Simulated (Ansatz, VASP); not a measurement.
AlN: VASP beside Ansatz

```
Al N
1.0
    -1.65675    2.86957    0.00000
     0.00000    0.00000    4.18746
     4.97025    2.86957    0.00000
Al N
4 4
Direct
  0.70268 0.75000 0.18353
  0.00000 0.75000 0.66667
  0.00000 0.25000 0.33333
  0.50000 0.25000 0.83333
  0.50000 0.25000 0.16667
  0.00000 0.25000 0.66667
  0.00000 0.75000 0.33333
  0.50000 0.75000 0.83333
```

Alike in both runs: task single point; functional PBE; k mesh 8 × 6 × 4; occupations gaussian, width 0.05 eV; no spin polarisation.

|  | VASP | Ansatz |
| --- | --- | --- |
| version | VASP 6.6.1 | Ansatz 0.2.0 |
| potentials or method | VASP PAW PBE potentials, release 64 (Al, N), cutoff 520 eV | scalar-relativistic, plane waves, PAW |
| valence electrons in the cell | 32 | 32 |

```tsv
	VASP	Ansatz	Ansatz less VASP
gap on the k mesh at the Fermi level (eV)	2.86	2.86	-0.005
least direct gap on the mesh (eV)	2.86	2.86	-0.005
rms of the force components (eV/Å)	10.951	11.160	+0.2084
```

Atom by atom the forces differ by 0.209 eV/Å (rms over components). With one functional, cell and mesh, what is left measures potentials, basis and numerics.
